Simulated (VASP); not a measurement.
A run of VASP 6.6.1 is set up as follows.

INCAR

```
SYSTEM = CsTa2S4
PREC     = Accurate       ! precision mode
ENCUT    = 600            ! plane-wave cutoff, eV
EDIFF    = 1E-6           ! SCF threshold, eV
ISMEAR   = 0              ! smearing method
SIGMA    = 0.1            ! smearing width, eV
LREAL    = .FALSE.        ! projectors in reciprocal space
LASPH    = .TRUE.         ! aspherical terms in the spheres
NELM     = 80             ! most SCF steps
ALGO     = Normal         ! electronic algorithm
ISIF     = 3              ! what is computed and relaxed
LWAVE    = .FALSE.        ! write WAVECAR
LCHARG   = .FALSE.        ! write CHGCAR
GGA      = PE             ! functional
IVDW     = 12             ! dispersion correction
IBRION   = 2              ! ionic algorithm
NSW      = 90             ! ionic steps
EDIFFG   = -0.04          ! ionic threshold
```

The input KPOINTS:

```
Automatic mesh
0
G
  6 6 2
  0 0 0
```

The input POSCAR:

```
CsTa2S4
1.0
    3.3140008500      0.0000000000      0.0000000000
   -1.6570004300      2.8700089300      0.0000000000
    0.0000000000      0.0000000000     14.0856261300
Cs Ta S
1 2 4
Direct
    0.3333333300      0.6666666700      0.0000000000
    0.0000000000      0.0000000000      0.7160424800
    0.0000000000      0.0000000000      0.2839575200
    0.6666666700      0.3333333300      0.6054266200
    0.6666666700      0.3333333300      0.8266583300
    0.6666666700      0.3333333300      0.1733416700
    0.6666666700      0.3333333300      0.3945733800
```

Potentials or basis: VASP PAW PBE potentials, release 64 (Cs_sv, Ta_pv, S).

Launch:

```bash
$ cat potpaw_PBE.64/Cs_sv/POTCAR potpaw_PBE.64/Ta_pv/POTCAR potpaw_PBE.64/S/POTCAR > POTCAR
$ mpirun -np 1 vasp_std > vasp.out
```

(1) Predict the band gap on the k mesh.

(2) Estimate the relaxed volume.

## Answers

(1) zero (an odd number of electrons rules out a gap without spin polarisation).

(2) 21.24 Å³/atom.

Caveat: the k points lie up to 0.35 Å⁻¹ apart in the final cell, too coarse for converged energies and pressures of a metal; spin-orbit coupling is left out, which moves the levels of the heavy elements.
